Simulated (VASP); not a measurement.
A run of VASP 6.6.1 is set up as follows.

File INCAR:

```
SYSTEM = BeTe
  PREC = Accurate
  ENCUT = 600
  EDIFF = 1E-6
  ISMEAR = 0
  SIGMA = 0.2
  LREAL = .False.
  LASPH = .True.
  NELM = 120
  ALGO = Normal
  ISIF = 2
  LWAVE = .False.
  LCHARG = .False.
  GGA = PE
  NBANDS = 11
  GGA_COMPAT = .False.
```

File KPOINTS:

```
Automatic mesh
0
Gamma
  6 6 6
  0 0 0
```

The input POSCAR:

```
BeTe
1.0
    0.0000000000      2.6873626302      2.6873626302
    2.6873626302      0.0000000000      2.6873626302
    2.6873626302      2.6873626302      0.0000000000
Be Te
1 1
Direct
    0.5000000000      0.5000000000      0.5000000000
    0.0000000000      0.0000000000      0.0000000000
```

Potentials or basis: VASP PAW PBE potentials, release 64 (Be, Te).

The run is started by

```sh
$ cat potpaw_PBE.64/Be/POTCAR potpaw_PBE.64/Te/POTCAR > POTCAR
$ mpirun -np 1 vasp_std > vasp.out
```

(1) Predict the pressure.

(2) What does it give for the band gap on the k mesh?

Answers

(1) -0.5 GPa.

(2) zero (band 4 reaches 7.43 eV, above the bottom of band 5 at 6.22 eV).

Caveat: spin-orbit coupling is left out, which moves the levels of the heavy elements.
